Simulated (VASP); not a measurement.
A run of VASP 6.6.1:

Contents of INCAR:

```
SYSTEM = NaF
ALGO     = Normal         ! electronic algorithm
EDIFF    = 1E-6           ! SCF threshold, eV
ENCUT    = 600            ! plane-wave cutoff, eV
GGA      = PS             ! functional
GGA_COMPAT= .FALSE.      
ISIF     = 2              ! what is computed and relaxed
ISMEAR   = 0              ! smearing method
LASPH    = .TRUE.         ! aspherical terms in the spheres
LCHARG   = .FALSE.        ! write CHGCAR
LREAL    = .FALSE.        ! projectors in reciprocal space
LWAVE    = .FALSE.        ! write WAVECAR
NBANDS   = 30             ! bands
NELM     = 120            ! most SCF steps
PREC     = Accurate       ! precision mode
SIGMA    = 0.02           ! smearing width, eV
```

KPOINTS

```
k-points
0
G
  12 12 12
  0 0 0
```

The input POSCAR:

```
NaF
1.0
    4.9212192030      2.8412672149      1.0248192462
   -4.9212192030      2.8412672149      1.0248192462
    0.0000000000     -5.6825344799      1.0248191076
Na F
3 3
Direct
    0.3501670000      0.3501670000      0.0397200000
    0.3501670000      0.0397200000      0.3501670000
    0.0397200000      0.3501670000      0.3501670000
    0.6495350000      0.6495350000      0.9608760000
    0.6495350000      0.9608760000      0.6495350000
    0.9608760000      0.6495350000      0.6495350000
```

Potentials or basis: VASP PAW PBE potentials, release 64 (Na_pv, F).

Run with:

```bash
$ cat potpaw_PBE.64/Na_pv/POTCAR potpaw_PBE.64/F/POTCAR > POTCAR
$ mpirun -np 1 vasp_std > vasp.out
```

Hardware: 1 thread of Intel Xeon 8259CL, with other jobs on the host.

Problem. Estimate the wall time of this run.

Solution. Wall time 24 min on 1 thread of Intel Xeon 8259CL, with other jobs on the host, peak memory 0.59 GiB. Counts: scf iterations 13, k points 189.
